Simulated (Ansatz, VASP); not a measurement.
## One calculation of Si, two programs

```
CELL_PARAMETERS angstrom
0.00000 2.72185 2.72185
2.72185 0.00000 2.72185
2.72185 2.72185 0.00000
ATOMIC_POSITIONS crystal
Si 0.25000 0.25000 0.25000
Si 0.00000 0.00000 0.00000
```

Alike in both runs: task single point; functional LDA; k mesh 8 × 8 × 8; occupations gaussian, width 0.1 eV; no spin polarisation.

|  | VASP | Ansatz |
| --- | --- | --- |
| version | VASP 6.6.1 | Ansatz 0.2.0 |
| potentials or method | VASP PAW LDA potentials, release 64 (Si), cutoff 520 eV | scalar-relativistic, plane waves, PAW |
| valence electrons in the cell | 8 | 8 |

```csv
,VASP,Ansatz,Ansatz less VASP
gap on the k mesh at the Fermi level (eV),0.52,0.53,+0.001
least direct gap on the mesh (eV),2.52,2.52,+0.002
pressure (GPa),-2.1,-2.1,-0.04
```

LDA's correlation is that of Perdew and Zunger in VASP and of Perdew and Wang (1992) in Ansatz.
